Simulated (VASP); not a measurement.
The system is BaTiO3.

```
Ba Ti O
1.0
     4.05243    0.00000    0.00000
     0.00000    4.05243    0.00000
     0.00000    0.00000    4.07087
Ba Ti O
1 1 3
Direct
  0.00000 0.00000 0.00000
  0.50000 0.50000 0.49000
  0.00000 0.50000 0.51700
  0.50000 0.00000 0.51700
  0.50000 0.50000 0.01900
```

Base run:

```yaml
Program: VASP 6.6.1
Functional: PBE
Potentials_or_basis: VASP PAW PBE potentials, release 64 (Ba_sv, Ti_sv, O)
Cutoff: 520 eV
k_mesh: 7 × 7 × 7
Occupations: fermi-dirac, width 0.05 eV
Spin: no spin polarisation
```

Its results: band gap on the k mesh 1.78 eV, indirect (least direct gap 2.01 eV); pressure -2.2 GPa; largest force 0.505 eV/Å.

Question: The run is repeated on the same cell with these changes: dispersion from none to D3(BJ). What comes out?

Answer: Band gap on the k mesh 1.78 eV, indirect (least direct gap 2.01 eV); pressure -5.3 GPa; largest force 0.506 eV/Å.

Dispersion adds attraction, which lowers the pressure at fixed volume and, as a term added to the energy, leaves the levels alone.

Caveats: spin-orbit coupling is left out, which moves the levels of the heavy elements.

A k mesh can miss the band edges.
